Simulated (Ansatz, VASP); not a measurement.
**Two plane-wave programs on Al**

```xyz
1
Lattice="0.0000 1.9918 1.9918 1.9918 0.0000 1.9918 1.9918 1.9918 0.0000" Properties=species:S:1:pos:R:3 pbc="T T T"
Al    0.0000    0.0000    0.0000
```

Alike in both runs: functional LDA; k mesh 18 × 18 × 18; occupations gaussian, width 0.1 eV; no spin polarisation.

Ansatz relaxed the structure, and its values are those at the end. VASP's run is a single point on that final structure, the one shown.

|  | VASP | Ansatz |
| --- | --- | --- |
| version | VASP 6.6.1 | Ansatz 0.2.0 |
| potentials or method | VASP PAW LDA potentials, release 64 (Al), cutoff 500 eV | scalar-relativistic, plane waves, PAW |
| valence electrons in the cell | 3 | 3 |

```csv
,VASP,Ansatz,Ansatz less VASP
gap on the k mesh at the Fermi level (eV),none,none,-
pressure (GPa),0.1,0.0,-0.09
```

Ansatz warns that its potentials were made for another functional, while VASP's fit it. LDA's correlation is that of Perdew and Zunger in VASP and of Perdew and Wang (1992) in Ansatz. A gap of «none» marks a metal or a gap that the smearing closes.
